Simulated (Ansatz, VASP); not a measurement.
**AgCl: VASP beside Ansatz**

```xyz
2
Lattice="0.0000 2.7731 2.7177 2.7731 0.0000 2.7177 2.7731 2.7731 0.0000" Properties=species:S:1:pos:R:3 pbc="T T T"
Ag    2.7731    2.7731    2.7177
Cl    0.0000    0.0000    0.0000
```

Change from the starting cell: zz strain of -2 %.

Alike in both runs: task single point; functional PBE; k mesh 8 × 8 × 8; occupations fermi-dirac, width 0.02 eV; no spin polarisation.

```csv
,VASP,Ansatz
version,VASP 6.6.1,Ansatz 0.2.0
potentials or method,"VASP PAW PBE potentials, release 64 (Ag, Cl), cutoff 520 eV","all-electron LAPW, scalar-relativistic"
```

|  | VASP | Ansatz | Ansatz less VASP |
| --- | --- | --- | --- |
| gap on the k mesh at the Fermi level (eV) | 0.84 | 0.85 | +0.004 |
| pressure (GPa) | 2.6 | 2.7 | +0.15 |
| traceless stress, the component that is largest in VASP (GPa) | 0.42 | 0.43 | +0.015 |

Ansatz ran all-electron here, and VASP with PAW potentials.
